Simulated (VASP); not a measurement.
# ZnBF5 (P4/mmm) in VASP: notebook, part 2 of 2

VASP 6.6.1.

**3. Relaxation of cell and atoms, PBEsol**

This run uses another cell than the first one, of 11.09 Å³/atom.

INCAR reads:

```
PREC = Accurate ; ENCUT = 600
EDIFF = 1E-7 ; ISMEAR = -1
SIGMA = 0.03 ; LREAL = F
LASPH = T ; NELM = 80
ALGO = Normal ; ISIF = 3
LWAVE = F ; LCHARG = F
GGA = PS ; IBRION = 2
NSW = 100 ; EDIFFG = -0.01
```

KPOINTS reads:

```
regular mesh
0
Gamma
  6 6 4
```

POSCAR reads:

```
ZnBF5
1.0
    3.5262830900      0.0000000000      0.0000000000
    0.0000000000      3.5262830900      0.0000000000
    0.0000000000      0.0000000000      6.2430096100
Zn B F
1 1 5
Direct
    0.5000000000      0.5000000000      0.0000000000
    0.0000000000      0.0000000000      0.5000000000
    0.0000000000      0.5000000000      0.2963546500
    0.0000000000      0.5000000000      0.7036453500
    0.5000000000      0.0000000000      0.2963546500
    0.5000000000      0.0000000000      0.7036453500
    0.0000000000      0.0000000000      0.0000000000
```

Potentials or basis: VASP PAW PBE potentials, release 64 (Zn, B, F).

Command:

```console
> cat potpaw_PBE.64/Zn/POTCAR potpaw_PBE.64/B/POTCAR potpaw_PBE.64/F/POTCAR > POTCAR
> mpirun -np 1 vasp_std > vasp.out
```

OUTCAR:

```text
PREC = Accurate
   ENCUT = 600
   EDIFF = 1E-7
   ISMEAR = -1
   LREAL = F
   LASPH = T
   NELM = 80
   ISIF = 3
   GGA = PS
   IBRION = 2
   NSW = 100
   EDIFFG = -0.01

 ion  position               nearest neighbor table
   1  0.500  0.500  0.000-
   2  0.000  0.000  0.500-
   3  0.000  0.500  0.296-
   4  0.000  0.500  0.704-
   5  0.500  0.000  0.296-
   6  0.500  0.000  0.704-
   7  0.000  0.000  0.000-

  LATTYP: Found a simple tetragonal cell.
 ALAT       =     3.5262830900
 C/A-ratio  =     1.7704221274

  Lattice vectors:

 A1 = (   3.5262830900,   0.0000000000,   0.0000000000)
 A2 = (   0.0000000000,   3.5262830900,   0.0000000000)
 A3 = (   0.0000000000,   0.0000000000,   6.2430096100)

Analysis of symmetry for initial positions (statically):
=====================================================================
 Subroutine PRICEL returns:
 Original cell was already a primitive cell.

 Routine SETGRP: Setting up the symmetry group for a
 simple tetragonal supercell.

 Subroutine GETGRP returns: Found 16 space group operations
 (whereof 16 operations were pure point group operations)
 out of a pool of 16 trial point group operations.

The static configuration has the point symmetry D_4h.

Analysis of symmetry for dynamics (positions and initial velocities):
=====================================================================
 Subroutine PRICEL returns:
 Original cell was already a primitive cell.

 Routine SETGRP: Setting up the symmetry group for a
 simple tetragonal supercell.

 Subroutine GETGRP returns: Found 16 space group operations
 (whereof 16 operations were pure point group operations)
 out of a pool of 16 trial point group operations.

The dynamic configuration has the point symmetry D_4h.

 Subroutine INISYM returns: Found 16 space group operations
 (whereof 16 operations are pure point group operations),
 and found     1 'primitive' translations

----------------------------------------------------------------------------------------

                                     Primitive cell

  volume of cell :      77.6298

  direct lattice vectors                    reciprocal lattice vectors
     3.526283090  0.000000000  0.000000000     0.283584719  0.000000000  0.000000000
     0.000000000  3.526283090  0.000000000     0.000000000  0.283584719  0.000000000
     0.000000000  0.000000000  6.243009610     0.000000000  0.000000000  0.160179154

  length of vectors
     3.526283090  3.526283090  6.243009610     0.283584719  0.283584719  0.160179154

  position of ions in fractional coordinates (direct lattice)
     0.500000000  0.500000000  0.000000000
     0.000000000  0.000000000  0.500000000
     0.000000000  0.500000000  0.296354650
     0.000000000  0.500000000  0.703645350
     0.500000000  0.000000000  0.296354650
     0.500000000  0.000000000  0.703645350
     0.000000000  0.000000000  0.000000000

  ion indices of the primitive-cell ions
   primitive index   ion index
                 1           1
                 2           2
                 3           3
                 4           4
                 5           5
                 6           6
                 7           7

----------------------------------------------------------------------------------------

 KPOINTS: regular mesh

Automatic generation of k-mesh.
 Grid dimensions read from file:
 generate k-points for:    6    6    4

 Generating k-lattice:

  Cartesian coordinates                     Fractional coordinates (reciprocal lattice)
     0.047264120  0.000000000  0.000000000     0.166666667  0.000000000  0.000000000
     0.000000000  0.047264120  0.000000000     0.000000000  0.166666667  0.000000000
     0.000000000  0.000000000  0.040044789     0.000000000  0.000000000  0.250000000

  Length of vectors
     0.047264120  0.047264120  0.040044789

  Shift w.r.t. Gamma in fractional coordinates (k-lattice)
     0.000000000  0.000000000  0.000000000

 Subroutine IBZKPT returns following result:
 ===========================================

 Found     30 irreducible k-points:

 Following reciprocal coordinates:
            Coordinates               Weight
  0.000000  0.000000  0.000000      1.000000
  0.166667  0.000000  0.000000      4.000000
  0.333333  0.000000  0.000000      4.000000
  0.500000  0.000000  0.000000      2.000000
  0.166667  0.166667  0.000000      4.000000
  0.333333  0.166667  0.000000      8.000000
[... 16 lines left out ...]
  0.333333  0.000000  0.500000      4.000000
  0.500000  0.000000  0.500000      2.000000
 [... further k-points ...]
   k-points           NKPTS =     30   k-points in BZ     NKDIM =     30   number of bands    NBANDS=     30
   number of dos      NEDOS =    301   number of ions     NIONS =      7
   total plane-waves  NPLWV =  39200
   dimension x,y,z NGX =    28 NGY =   28 NGZ =   50
   dimension x,y,z NGXF=    56 NGYF=   56 NGZF=  100
   ions per type =               1   1   5
   NGX,Y,Z   is equivalent  to a cutoff of  13.20, 13.20, 13.31 a.u.
   NGXF,Y,Z  is equivalent  to a cutoff of  26.40, 26.40, 26.63 a.u.
 SYSTEM =  unknown system
   PREC   = accura    normal or accurate (medium, high low for compatibility)
   ISTART =      0    job   : 0-new  1-cont  2-samecut
   ICHARG =      2    charge: 1-file 2-atom 10-const
   ISPIN  =      1    spin polarized calculation?
   LNONCOLLINEAR =      F non collinear calculations
   LSORBIT =      F    spin-orbit coupling
   LASPH  =      T    aspherical Exc in radial PAW
   ENCUT  =  600.0 eV  44.10 Ry    6.64 a.u.   7.04  7.04 12.47*2*pi/ulx,y,z
   NELM   =     80;   NELMIN=  2; NELMDL= -5     # of ELM steps
   EDIFF  = 0.1E-06   stopping-criterion for ELM
   LREAL  =      F    real-space projection
   EDIFFG = -.1E-01   stopping-criterion for IOM
   NSW    =    100    number of steps for IOM
   IBRION =      2    ionic relax: 0-MD 1-quasi-New 2-CG
   NFREE  =      1    steps in history (QN), initial steepest desc. (CG)
   ISIF   =      3    stress and relaxation
   ISYM   =      2    0-nonsym 1-usesym 2-fastsym
   POTIM  = 0.5000    time-step for ionic-motion
   TEBEG  =    0.0;   TEEND  =   0.0 temperature during run
   PSTRESS=    0.0 pullay stress
   NELECT =      50.0000    total number of electrons
   NUPDOWN=      -1.0000    fix difference up-down
   EMIN   =  10.00;   EMAX   =-10.00  energy-range for DOS
   EFERMI =   0.00;   METHOD = LEGACY
   ISMEAR =    -1;   SIGMA  =   0.03  broadening in eV -4-tet -1-fermi 0-gaus
   EFERMI_NEDOS =   21; number of points for ismear=-14 and -15
   IALGO  =     38    algorithm
   IMIX   =      4    mixing-type and parameters
     AMIX     =   0.40;   BMIX     =  1.00
     AMIX_MAG =   1.60;   BMIX_MAG =  1.00
  volume/ion in A,a.u.               =      11.09        74.84
  Fermi-wavevector in a.u.,A,eV,Ry     =   1.413802  2.671699 27.195832  1.998837
  Thomas-Fermi vector in A             =   2.535410
   LORBIT       =      0    0 simple, 1 ext, 2 COOP (PROOUT), +10 PAW based schemes
   GGA     = PS    functional components
   LHFCALC =     F    Hartree Fock is set to
   AEXX    =    0.0000 exact exchange contribution
   IVDW    =     0    specifies the selected vdW correction
   LEPSILON=     F    determine dielectric tensor
   LRPA    =     F    only Hartree local field effects (RPA)
 conjugate gradient relaxation of ions
 non-spin polarized calculation
  energy-cutoff  :      600.00
  volume of cell :       77.63
 maximum number of plane-waves:      2608
   NGX = 15   NGY = 15   NGZ = 25

--------------------------------------- Ionic step        1  -------------------------------------------

 number of electron      50.0000061 magnetization

 Free energy of the ion-electron system (eV)
  ---------------------------------------------------
  ext. energy  EPLUGINS =         0.00000000
  ---------------------------------------------------
  free energy    TOTEN  =       -24.50645660 eV

  energy without entropy =      -24.50488849  energy(sigma->0) =      -24.50567254

 E-fermi :  -1.0907     XC(G=0): -10.5235

 val. band max:       -1.1379808118   @ k =   0.5000   0.0000   0.0000
 cond. band min:      -0.4991802361   @ k =   0.0000   0.0000   0.2500
 fundamental gap:      0.6388005757
 Fermi energy:        -1.0907188935

 k-point     1 :       0.0000    0.0000    0.0000
  band No.  band energies     occupation
      1     -22.5680      2.00000
      2     -22.0774      2.00000
      3     -21.2084      2.00000
      4     -20.9716      2.00000
      5     -20.7005      2.00000
      6      -6.6276      2.00000
[... 1026 lines left out ...]
  energy  without entropy=      -27.6021282404  energy(sigma->0) =      -27.60212825

--------------------------------------- Ionic step        7  -------------------------------------------

 number of electron      50.0000000 magnetization

 Free energy of the ion-electron system (eV)
  ---------------------------------------------------
  ext. energy  EPLUGINS =         0.00000000
  ---------------------------------------------------
  free energy    TOTEN  =       -27.60612131 eV

  energy without entropy =      -27.60612131  energy(sigma->0) =      -27.60612131

 E-fermi :   2.7519     XC(G=0): -12.1367

 val. band max:        2.2562225908   @ k =   0.5000   0.5000   0.5000
 cond. band min:       3.2110179698   @ k =   0.0000   0.0000   0.0000
 fundamental gap:      0.9547953790
 Fermi energy:         2.7519206630

 k-point     1 :       0.0000    0.0000    0.0000
  band No.  band energies     occupation
      1     -22.0300      2.00000
      2     -20.6017      2.00000
      3     -19.9738      2.00000
      4     -18.8653      2.00000
      5     -17.9961      2.00000
      6      -5.4105      2.00000
[... 817 lines left out ...]
  FREE ENERGIE OF THE ION-ELECTRON SYSTEM (eV)
  ---------------------------------------------------
  free  energy   TOTEN  =       -27.6061213083 eV

  energy  without entropy=      -27.6061213051  energy(sigma->0) =      -27.60612131

 reached required accuracy - stopping structural energy minimisation
```

Run time: 6.5 min. Hardware: 1 thread of Intel Xeon Platinum 8259CL at 2.50GHz (Skylake/Cascade Lake), shared host; peak memory 0.25 GiB.

Results:

```yaml
Free_energy: -27.6061 eV
Relaxed_volume: 8.18 Å³/atom
Relaxed_cell: a = 3.110 Å, b = 3.110 Å, c = 5.917 Å, α = 90.00°, β = 90.00°, γ = 90.00°
Space_group_after_relaxing_to_0.1_Å: P4/mmm (No. 123)
Energy_gained_by_relaxing: 442.8 meV/atom
Ionic_steps: 7
Pressure_after_relaxing: 0.0 GPa
Largest_force_after_relaxing: 0.007 eV/Å
Band_gap_on_the_k_mesh: 0.95 eV (least direct gap 1.77 eV)
```

Forces on the atoms (eV/Å):
```
Zn   0.000  0.000  0.000
B    0.000  0.000  0.000
F    0.000  0.000 -0.007
F    0.000  0.000  0.007
F    0.000  0.000 -0.007
F    0.000  0.000  0.007
F    0.000  0.000  0.000
```

The path:
```csv
step,energy change (eV),largest force (eV/Å),pressure (GPa),volume (Å³)
1,0.0000,1.6082,-26.32,77.63
2,-2.7715,0.8817,-7.07,58.90
3,-2.8560,0.4795,1.22,56.08
4,-3.0228,0.3397,3.15,55.71
5,-3.0630,0.2178,5.48,55.37
6,-3.0957,0.0749,-1.66,57.89
7,-3.0997,0.0069,-0.01,57.24
```

Final structure:
```cif
data_structure
_symmetry_space_group_name_H-M 'P 1'
_symmetry_Int_Tables_number 1
_cell_length_a 3.1104
_cell_length_b 3.1104
_cell_length_c 5.9165
_cell_angle_alpha 90.000
_cell_angle_beta 90.000
_cell_angle_gamma 90.000
_cell_volume 57.24
loop_
_atom_site_label
_atom_site_type_symbol
_atom_site_fract_x
_atom_site_fract_y
_atom_site_fract_z
_atom_site_occupancy
Zn1 Zn 0.50000 0.50000 0.00000 1
B1 B 0.00000 0.00000 0.50000 1
F1 F 0.00000 0.50000 0.32304 1
F2 F 0.00000 0.50000 0.67696 1
F3 F 0.50000 0.00000 0.32304 1
F4 F 0.50000 0.00000 0.67696 1
F5 F 0.00000 0.00000 0.00000 1
```

Caveat: the volume moved by over 15 % at a fixed basis, so the end points are rough; the PAW data sets were made with another functional, which shifts forces and pressure a little.

**4. Single point, r2SCAN+rVV10**

POSCAR reads:

```
ZnBF5
1.0
    3.1001240886      0.0000000000      0.0000000000
    0.0000000000      3.1001240886      0.0000000000
    0.0000000000      0.0000000000      5.8929470434
Zn B F
1 1 5
Direct
    0.5000000000      0.5000000000      0.0000000000
    0.0000000000      0.0000000000      0.5000000000
    0.0000000000      0.5000000000      0.3225830146
    0.0000000000      0.5000000000      0.6774169854
    0.5000000000      0.0000000000      0.3225830146
    0.5000000000      0.0000000000      0.6774169854
    0.0000000000      0.0000000000      0.0000000000
```

INCAR.step1 reads:

```
PREC     = Accurate       # precision mode
ENCUT    = 520            # plane-wave cutoff, eV
ISMEAR   = -1             # smearing method
SIGMA    = 0.03           # smearing width, eV
LREAL    = False          # projectors in reciprocal space
LASPH    = True           # aspherical terms in the spheres
NELM     = 100            # most SCF steps
NBANDS   = 34             # bands
GGA      = PE             # functional
ALGO     = Normal         # electronic algorithm
EDIFF    = 1E-4           # SCF threshold, eV
LWAVE    = True           # write WAVECAR
LCHARG   = False          # write CHGCAR
```

INCAR.step2 reads:

```
PREC     = Accurate       # precision mode
ENCUT    = 520            # plane-wave cutoff, eV
EDIFF    = 1E-6           # SCF threshold, eV
ISMEAR   = -1             # smearing method
SIGMA    = 0.03           # smearing width, eV
LREAL    = False          # projectors in reciprocal space
LASPH    = True           # aspherical terms in the spheres
NELM     = 100            # most SCF steps
ALGO     = Normal         # electronic algorithm
ISIF     = 2              # what is computed and relaxed
LWAVE    = False          # write WAVECAR
LCHARG   = False          # write CHGCAR
METAGGA  = R2SCAN         # meta-GGA
LMIXTAU  = True         
LUSE_VDW = True         
IVDW_NL  = 2            
BPARAM   = 11.95        
CPARAM   = 0.0093       
NBANDS   = 34             # bands
ISTART   = 1
```

KPOINTS reads:

```
Automatic mesh
0
Gamma
  10 10 6
```

Command:

```console
> cat potpaw_PBE.64/Zn/POTCAR potpaw_PBE.64/B/POTCAR potpaw_PBE.64/F/POTCAR > POTCAR
> cp INCAR.step1 INCAR
> mpirun -np 1 vasp_std > vasp.out
> cp INCAR.step2 INCAR
> mpirun -np 1 vasp_std > vasp.out
```

Wall time 6 min (1 thread of Intel Xeon Platinum 8259CL at 2.50GHz (Skylake/Cascade Lake), shared host); peak memory 0.38 GiB.

Results (log left out):

| Quantity | Value |
| --- | --- |
| Free energy | -40.3587 eV |
| Pressure | 0.0 GPa |
| Band gap on the k mesh | 1.82 eV (least direct gap 2.62 eV) |

Forces in eV/Å, atoms in the order of the input:
```
Zn   0.000  0.000  0.000
B    0.000  0.000  0.000
F    0.000  0.000 -0.002
F    0.000  0.000  0.002
F    0.000  0.000 -0.002
F    0.000  0.000  0.002
F    0.000  0.000  0.000
```

Stress tensor (GPa, compression positive):
```
 0.15  0.00  0.00
 0.00  0.15  0.00
 0.00  0.00 -0.27
```

Levels at points of the mesh, in eV from the valence-band top:
| k point | band 23 | band 24 | band 25 | band 26 | band 27 | band 28 |
| --- | --- | --- | --- | --- | --- | --- |
| (0.00, 0.00, 0.00) | -1.23 | -0.80 | -0.80 | 1.82 | 4.34 | 6.42 |
| (0.50, 0.00, 0.00) | -2.20 | -2.08 | -1.10 | 5.73 | 6.57 | 8.81 |
| (0.50, 0.50, 0.00) | -0.68 | -0.33 | -0.01 | 4.71 | 5.61 | 8.70 |
| (0.00, 0.00, 0.50) | -1.17 | -0.84 | -0.84 | 3.50 | 3.60 | 6.29 |
| (0.50, 0.00, 0.50) | -2.14 | -2.10 | -1.30 | 5.81 | 6.78 | 8.95 |
| (0.50, 0.50, 0.50) | -0.68 | -0.34 | 0.00 | 5.04 | 5.80 | 8.81 |

Caveat: the PAW data sets were made with another functional, which shifts forces and pressure a little. A k mesh can miss the band edges.

**5. Overview**

```csv
task,level,cell,k mesh,cutoff (eV),gap on the mesh (eV),pressure (GPa)
single point,r2SCAN+rVV10,"a = 3.100, b = 3.100, c = 5.893 Å, 7 atoms, atomic positions A",8 × 8 × 4,520,1.82,0.0
relaxation of cell and atoms,PBEsol,"relaxed from a = 3.526, b = 3.526, c = 6.243 Å, 7 atoms, atomic positions B",6 × 6 × 4,600,0.95,0.0
single point,r2SCAN+rVV10,"a = 3.100, b = 3.100, c = 5.893 Å, 7 atoms, atomic positions A",10 × 10 × 6,520,1.82,0.0
```

Alike in all rows: potentials or basis VASP PAW PBE potentials, release 64 (Zn, B, F); no spin polarisation; smearing fermi-dirac 0.03 eV.

Caveats: the PAW data sets were made with another functional, which shifts forces and pressure a little; the volume moved by over 15 % at a fixed basis, so the end points are rough (at least some runs).

Total energies depend on the potentials used, so only differences within one code and one set of settings carry meaning.
